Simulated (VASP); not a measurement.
# AlC in VASP: further runs, part 2 of 2

VASP 6.6.1.

## Step 4: Single point, PBE, collinear spin

This run uses another cell than the first one: it holds 2 atoms, not 4.

Contents of INCAR:

```
SYSTEM = AlC
PREC = Accurate ; ENCUT = 600
EDIFF = 1E-6 ; ISMEAR = 0
SIGMA = 0.1 ; LREAL = .False.
LASPH = .True. ; NELM = 200
ALGO = Normal ; ISIF = 2
LWAVE = .False. ; LCHARG = .True.
ISPIN = 2 ; MAGMOM = 0 1
LORBIT = 11 ; GGA = PE
LELF = .True. ; LVHAR = .True.
NBANDS = 14 ; GGA_COMPAT = .False.
```

Contents of KPOINTS:

```
regular mesh
0
Gamma
  8 8 8
  0 0 0
```

Contents of POSCAR:

```
AlC
1.0
    0.0000000000      2.1346126572      2.1346126572
    2.1346126572      0.0000000000      2.1346126572
    2.1346126572      2.1346126572      0.0000000000
Al C
1 1
Direct
    0.0000000000      0.0000000000      0.0000000000
    0.5000000000      0.5000000000      0.5000000000
```

Potentials or basis: VASP PAW PBE potentials, release 64 (Al, C).

Launch:

```sh
$ cat potpaw_PBE.64/Al/POTCAR potpaw_PBE.64/C/POTCAR > POTCAR
$ mpirun -np 1 vasp_std > vasp.out
```

OUTCAR:

```text
SYSTEM = AlC
   PREC = Accurate
   ENCUT = 600
   EDIFF = 1E-6
   ISMEAR = 0
   LREAL = .False.
   LASPH = .True.
   NELM = 200
   ISIF = 2
   ISPIN = 2
   LORBIT = 11
   GGA = PE

 ion  position               nearest neighbor table
   1  0.000  0.000  0.000-   2 2.13   2 2.13   2 2.13   2 2.13   2 2.13   2 2.13
   2  0.500  0.500  0.500-   1 2.13   1 2.13   1 2.13   1 2.13   1 2.13   1 2.13

  LATTYP: Found a face centered cubic cell.
 ALAT       =     4.2692253144

  Lattice vectors:

 A1 = (   0.0000000000,   2.1346126572,   2.1346126572)
 A2 = (   2.1346126572,   0.0000000000,   2.1346126572)
 A3 = (   2.1346126572,   2.1346126572,   0.0000000000)

Analysis of symmetry for initial positions (statically):
=====================================================================
 Subroutine PRICEL returns:
 Original cell was already a primitive cell.

 Routine SETGRP: Setting up the symmetry group for a
 face centered cubic supercell.

 Subroutine GETGRP returns: Found 48 space group operations
 (whereof 48 operations were pure point group operations)
 out of a pool of 48 trial point group operations.

The static configuration has the point symmetry O_h .

Analysis of symmetry for dynamics (positions and initial velocities):
=====================================================================
 Subroutine PRICEL returns:
 Original cell was already a primitive cell.

 Routine SETGRP: Setting up the symmetry group for a
 face centered cubic supercell.

 Subroutine GETGRP returns: Found 48 space group operations
 (whereof 48 operations were pure point group operations)
 out of a pool of 48 trial point group operations.

The dynamic configuration has the point symmetry O_h .

Analysis of structural, dynamic, and magnetic symmetry:
=====================================================================
 Subroutine PRICEL returns:
 Original cell was already a primitive cell.

 Routine SETGRP: Setting up the symmetry group for a
 face centered cubic supercell.

 Subroutine GETGRP returns: Found 48 space group operations
 (whereof 48 operations were pure point group operations)
 out of a pool of 48 trial point group operations.

The overall configuration has the point symmetry O_h .

 Subroutine INISYM returns: Found 48 space group operations
 (whereof 48 operations are pure point group operations),
 and found     1 'primitive' translations

----------------------------------------------------------------------------------------

                                     Primitive cell

  volume of cell :      19.4530

  direct lattice vectors                    reciprocal lattice vectors
     0.000000000  2.134612657  2.134612657    -0.234234534  0.234234534  0.234234534
     2.134612657  0.000000000  2.134612657     0.234234534 -0.234234534  0.234234534
     2.134612657  2.134612657  0.000000000     0.234234534  0.234234534 -0.234234534

  length of vectors
     3.018798170  3.018798170  3.018798170     0.405706113  0.405706113  0.405706113

  position of ions in fractional coordinates (direct lattice)
     0.000000000  0.000000000  0.000000000
     0.500000000  0.500000000  0.500000000

  ion indices of the primitive-cell ions
   primitive index   ion index
                 1           1
                 2           2

----------------------------------------------------------------------------------------

 KPOINTS: regular mesh

[... 82 lines left out ...]
   ISMEAR =     0;   SIGMA  =   0.10  broadening in eV -4-tet -1-fermi 0-gaus
   EFERMI_NEDOS =   21; number of points for ismear=-14 and -15
   IALGO  =     38    algorithm
   IMIX   =      4    mixing-type and parameters
     AMIX     =   0.40;   BMIX     =  1.00
     AMIX_MAG =   1.60;   BMIX_MAG =  1.00
  volume/ion in A,a.u.               =       9.73        65.64
  Fermi-wavevector in a.u.,A,eV,Ry     =   1.164426  2.200445 18.447964  1.355887
  Thomas-Fermi vector in A             =   2.300964
   LORBIT       =     11    0 simple, 1 ext, 2 COOP (PROOUT), +10 PAW based schemes
   GGA     = PE    functional components
   LHFCALC =     F    Hartree Fock is set to
   AEXX    =    0.0000 exact exchange contribution
   IVDW    =     0    specifies the selected vdW correction
   LEPSILON=     F    determine dielectric tensor
   LRPA    =     F    only Hartree local field effects (RPA)
 spin polarized calculation
 Gauss-broadening in eV      SIGMA  =   0.10
  energy-cutoff  :      600.00
  volume of cell :       19.45
 maximum number of plane-waves:       660
   NGX = 13   NGY = 13   NGZ = 13

 number of electron       7.0000000 magnetization       0.0384576

 number of electron       7.0000000 magnetization      -0.0015462

 Free energy of the ion-electron system (eV)
  ---------------------------------------------------
  ext. energy  EPLUGINS =         0.00000000
  ---------------------------------------------------
  free energy    TOTEN  =       -11.99741066 eV

  energy without entropy =      -11.98991841  energy(sigma->0) =      -11.99366453

 E-fermi :   8.3817     XC(G=0): -11.6264

 val. band max:        8.3749784955   @ k =  -0.1250   0.1250   0.0000
 cond. band min:       8.3919217081   @ k =   0.5000   0.1250   0.0000
 fundamental gap:      0.0169432126
 Fermi energy:         8.3817304457

 spin component 1

 k-point     1 :       0.0000    0.0000    0.0000
  band No.  band energies     occupation
      1      -6.0573      1.00000
      2       9.8880      0.00000
      3       9.8880      0.00000
      4       9.8880      0.00000
      5      16.5549      0.00000
      6      19.3261      0.00000
      7      19.3261      0.00000
      8      19.3261      0.00000
      9      24.1518      0.00000
     10      24.2583      0.00000
     11      24.2583      0.00000
     12      24.7067      0.00000
     13      24.7067      0.00000
     14      24.7067      0.00000
[... 379 lines left out ...]
      3       6.0261      1.00000
      4       7.6034      1.00000
      5      15.6727      0.00000
      6      17.1132      0.00000
      7      19.9197      0.00000
      8      21.1056      0.00000
      9      25.1760      0.00000
     10      25.4746      0.00000
     11      28.6142      0.00000
     12      33.8770      0.00000
     13      35.0946      0.00000
     14      35.4208      0.00000

 [... further k-points ...]

 spin component 2

 k-point     1 :       0.0000    0.0000    0.0000
  band No.  band energies     occupation
      1      -6.0585      1.00000
      2       9.8861      0.00000
      3       9.8861      0.00000
      4       9.8861      0.00000
      5      16.5536      0.00000
      6      19.3257      0.00000
      7      19.3257      0.00000
      8      19.3257      0.00000
      9      24.1520      0.00000
     10      24.2575      0.00000
     11      24.2575      0.00000
     12      24.7063      0.00000
     13      24.7063      0.00000
     14      24.7063      0.00000
[... 379 lines left out ...]
      3       6.0247      1.00000
      4       7.6019      1.00000
      5      15.6720      0.00000
      6      17.1124      0.00000
      7      19.9188      0.00000
      8      21.1044      0.00000
      9      25.1756      0.00000
     10      25.4741      0.00000
     11      28.6140      0.00000
     12      33.8760      0.00000
     13      35.0935      0.00000
     14      35.4201      0.00000

 [... further k-points ...]
[... 5 lines left out ...]
  --------------------------------------------------------------------------------------
  -------------------------------------------------------------------------------------
  Total       -0.0501407     -0.0501407     -0.0501407      0.0000000      0.0000000      0.0000000
  in kB       -4.1296564     -4.1296564     -4.1296564      0.0000000      0.0000000      0.0000000
  external PRESSURE =      -4.1296564 kB  Pullay stress =       0.0000000 kB

 VOLUME and BASIS-vectors are now :
 -----------------------------------------------------------------------------
  energy-cutoff  :      600.00
  volume of cell :       19.45
      direct lattice vectors                 reciprocal lattice vectors
     0.000000000  2.134612657  2.134612657    -0.234234534  0.234234534  0.234234534
     2.134612657  0.000000000  2.134612657     0.234234534 -0.234234534  0.234234534
     2.134612657  2.134612657  0.000000000     0.234234534  0.234234534 -0.234234534

 POSITION                                       TOTAL-FORCE (eV/Angst)
 -----------------------------------------------------------------------------------
      0.00000      0.00000      0.00000        -0.000000     -0.000000      0.000000
      2.13461      2.13461      2.13461         0.000000      0.000000     -0.000000
 -----------------------------------------------------------------------------------
    total drift:                               -0.000000     -0.000000      0.000000

  FREE ENERGIE OF THE ION-ELECTRON SYSTEM (eV)
  ---------------------------------------------------
  free  energy   TOTEN  =       -11.9974106567 eV

  energy  without entropy=      -11.9899184077  energy(sigma->0) =      -11.99366453

 total charge

# of ion       s       p       d       tot
------------------------------------------
    1        0.346   0.397   0.000   0.743
    2        0.890   1.495   0.000   2.384
--------------------------------------------------
tot          1.236   1.891   0.000   3.127

 magnetization (x)

# of ion       s       p       d       tot
------------------------------------------
    1        0.000  -0.000   0.000  -0.000
    2       -0.000  -0.001   0.000  -0.001
--------------------------------------------------
tot         -0.000  -0.001   0.000  -0.001
```

stdout:

```text
POSCAR found type information on POSCAR AlC
 POSCAR found :  2 types and       2 ions
 scaLAPACK will be used
 LDA part: xc-table for (Slater+PW92), standard interpolation
 POSCAR, INCAR and KPOINTS ok, starting setup
 FFT: planning ... GRIDC
 FFT: planning ... GRID_SOFT
 FFT: planning ... GRID
 WAVECAR not read
 entering main loop
```

Wall time 26 s (1 thread of Intel Xeon 8259CL, shared host); peak memory 0.15 GiB.

Results:

```
Free energy                                           : -11.9974 eV
Pressure                                              : -0.4 GPa
Net moment                                            : 0.00 μB per cell
Valence electrons inside the program's atomic spheres : Al 0.74; C 2.38
```

## Step 5: Relaxation of cell and atoms, PBE

This run uses another cell than the first one: it holds 2 atoms, not 4.

Contents of INCAR:

```
PREC = Accurate
ENCUT = 600
EDIFF = 1E-7
ISMEAR = 0
SIGMA = 0.1
LREAL = False
LASPH = True
NELM = 120
ALGO = Normal
ISIF = 3
LWAVE = False
LCHARG = False
GGA = PE
IBRION = 2
NSW = 90
EDIFFG = -0.04
GGA_COMPAT = False
NELMIN = 4
```

Contents of KPOINTS:

```
regular mesh
0
Gamma
  8 8 8
```

Contents of POSCAR:

```
AlC
1.0
   -1.5229740685      1.5229740685      2.1072844605
    1.5229740685     -1.5229740685      2.1072844605
    1.5229740685      1.5229740685     -2.1072844605
Al C
1 1
Direct
    0.0000000000      0.0000000000      0.0000000000
    0.5000000000      0.5000000000      0.0000000000
```

Launch:

```sh
$ cat potpaw_PBE.64/Al/POTCAR potpaw_PBE.64/C/POTCAR > POTCAR
$ mpirun -np 1 vasp_std > vasp.out
```

Run time: 35 s. Hardware: 1 thread of Intel Xeon 8259CL, shared host; peak memory 0.14 GiB.

It converged, with:

* Free energy: -11.9975 eV
* Relaxed volume: 9.73 Å³/atom
* Relaxed cell: a = 3.019 Å, b = 3.019 Å, c = 3.019 Å, α = 120.04°, β = 120.04°, γ = 89.94°
* Space group after relaxing (to 0.1 Å): Fm-3m (No. 225)
* Energy gained by relaxing: 2.7 meV/atom
* Ionic steps: 4
* Pressure after relaxing: -0.4 GPa
* Band gap on the k mesh: zero (an odd number of electrons rules out a gap without spin polarisation)

Stress tensor (GPa, compression positive):
```
-0.31  0.00  0.00
 0.00 -0.31  0.00
 0.00  0.00 -0.58
```

Step by step:
| step | energy change (eV) | largest force (eV/Å) | pressure (GPa) | volume (Å³) |
| --- | --- | --- | --- | --- |
| 1 | 0.0000 | 0.0000 | -1.16 | 19.55 |
| 2 | -0.0052 | 0.0000 | 0.61 | 19.35 |
| 3 | -0.0052 | 0.0000 | 0.85 | 19.32 |
| 4 | -0.0055 | 0.0000 | -0.40 | 19.45 |

Final structure:
```
Al C
1.0
    -1.50881    1.50881    2.13612
     1.50881   -1.50881    2.13612
     1.50881    1.50881   -2.13612
Al C
1 1
Direct
  0.00000 0.00000 0.00000
  0.50000 0.50000 0.00000
```

Levels at points of the mesh, in eV from the Fermi level:
| k point | band 1 | band 2 | band 3 | band 4 | band 5 | band 6 | band 7 |
| --- | --- | --- | --- | --- | --- | --- | --- |
| (0.00, 0.00, 0.00) | -14.44 | 1.50 | 1.50 | 1.51 | 8.17 | 10.95 | 10.95 |
| (0.50, 0.00, 0.00) | -10.58 | -7.36 | 0.42 | 0.43 | 7.05 | 9.17 | 9.19 |
| (0.50, 0.50, 0.00) | -9.26 | -6.28 | -1.67 | -1.66 | 3.55 | 4.87 | 14.89 |
| (0.50, 0.50, 0.50) | -9.27 | -6.29 | -1.65 | -1.65 | 3.56 | 4.88 | 14.87 |

## Step 6: The runs side by side

```csv
task,spin,cell,k mesh,gap on the mesh (eV),pressure (GPa)
single point,off,"a = 3.046, b = 3.046, c = 4.215 Å, 4 atoms, atomic positions A",6 × 6 × 2,none,-0.1
single point,off,"a = 3.019 Å, angles 120.0, 120.0, 90.0°, 2 atoms, atomic positions B",8 × 8 × 8,none,-0.4
single point,collinear,"a = 3.019 Å, angles 60.0°, 2 atoms, atomic positions C",8 × 8 × 8,none,-0.4
relaxation of cell and atoms,off,"relaxed from a = 3.013 Å, angles 119.3, 119.3, 91.3°, 2 atoms, atomic positions B",8 × 8 × 8,none,-0.4
```

Alike in all rows: level PBE; potentials or basis VASP PAW PBE potentials, release 64 (Al, C); cutoff (eV) 600; smearing gaussian 0.1 eV.

Caveats: some runs use coarse meshes.

Absolute energies hang on the potentials; compare differences alone.
